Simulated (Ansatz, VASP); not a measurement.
**One calculation of SiC, two programs**

INCAR

```
SYSTEM = SiC
PREC = Accurate ; ENCUT = 520
EDIFF = 1E-6 ; ISMEAR = -1
SIGMA = 0.08 ; LREAL = .False.
LASPH = .True. ; NELM = 60
ALGO = Normal ; ISIF = 2
LWAVE = .False. ; LCHARG = .False.
GGA = PE ; NBANDS = 16
```

File KPOINTS:

```
Automatic mesh
0
Gamma
  15 15 8
  0 0 0
```

File POSCAR:

```
SiC
1.0
    3.0759982064      0.0000000000      0.0000000000
   -1.5379991032      2.6638925888      0.0000000000
    0.0000000000      0.0000000000      4.9470400000
Si C
2 2
Direct
    0.3333333333      0.6666666667      0.0000000000
    0.6666666667      0.3333333333      0.5000000000
    0.3333333333      0.6666666667      0.3850000000
    0.6666666667      0.3333333333      0.8850000000
```

Input for Ansatz:

```yaml
crystal:
  lattice:
    - [3.0759982064, 0.0, 0.0]
    - [-1.5379991032, 2.6638925888, 0.0]
    - [0.0, 0.0, 4.94704]
  atoms:
    - { symbol: Si, position: [0.3333333333, 0.6666666667, 0.0] }
    - { symbol: Si, position: [0.6666666667, 0.3333333333, 0.5] }
    - { symbol: C, position: [0.3333333333, 0.6666666667, 0.385] }
    - { symbol: C, position: [0.6666666667, 0.3333333333, 0.885] }
kpoints:
  mp_grid: { grid: [15, 15, 8] }
  band_path:
    path:
      - [0.0, 0.0, 0.0]
      - [0.5, 0.0, 0.0]
      - [0.3333333333, 0.3333333333, 0.0]
      - [0.0, 0.0, 0.0]
      - [0.0, 0.0, 0.5]
      - [0.5, 0.0, 0.5]
      - [0.3333333333, 0.3333333333, 0.5]
      - [0.0, 0.0, 0.5]
      - [0.5, 0.0, 0.5]
    npoints: 5
scf:
  occupations: { method: fermi_dirac, width: 0.08 }
hamiltonian:
  xc: pbe
  pseudopotentials: { kind: all_electron, lapw: { basis_error: 0.001 } }
output:
  forces: true
  stress: true
  eigenvalues: true
```

Change from the starting cell: zz strain of -2 %.

Alike in both runs: task single point; functional PBE; k mesh 15 × 15 × 8; occupations fermi-dirac, width 0.08 eV; no spin polarisation.

|  | VASP | Ansatz |
| --- | --- | --- |
| version | VASP 6.6.1 | Ansatz 0.2.0 |
| potentials or method | VASP PAW PBE potentials, release 64 (Si, C), cutoff 520 eV | all-electron LAPW, scalar-relativistic |

VASP gave:

* pressure (GPa): 8.0
* traceless stress, the component that is largest in VASP (GPa): 3.66
* rms of the force components (eV/Å): 0.341

Task: Estimate Ansatz's values.

Result: Pressure (GPa): 8.1; traceless stress, the component that is largest in VASP (GPa): 3.62; rms of the force components (eV/Å): 0.341.

Atom by atom the forces differ by 0.000 eV/Å (rms over components). Ansatz ran all-electron here, and VASP with PAW potentials.
